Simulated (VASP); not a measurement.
Input of a VASP 6.6.1 run:

INCAR

```
SYSTEM = Ni
PREC = Accurate
ENCUT = 520
EDIFF = 1E-6
ISMEAR = -1
SIGMA = 0.05
LREAL = .FALSE.
LASPH = .TRUE.
NELM = 150
ALGO = Normal
ISIF = 2
LWAVE = .FALSE.
LCHARG = .TRUE.
ISPIN = 2
MAGMOM = 1.5
LORBIT = 11
LMAXMIX = 4
GGA = PE
LELF = .TRUE.
LVHAR = .TRUE.
NBANDS = 15
```

The input KPOINTS:

```
regular mesh
0
G
  20 20 20
  0 0 0
```

Contents of POSCAR:

```
Ni
1.0
    0.0000000000      1.7679500000      1.7679500000
    1.7679500000      0.0000000000      1.7679500000
    1.7679500000      1.7679500000      0.0000000000
Ni
1
Direct
    0.0000000000      0.0000000000      0.0000000000
```

Potentials or basis: VASP PAW PBE potentials, release 64 (Ni).

Command:

```sh
$ cat potpaw_PBE.64/Ni/POTCAR > POTCAR
$ mpirun -np 1 vasp_std > vasp.out
```

(1) Estimate the site moments.

(2) What does it give for the pressure?

Results:

(1) Ni +0.64 μB.

(2) -2.8 GPa.
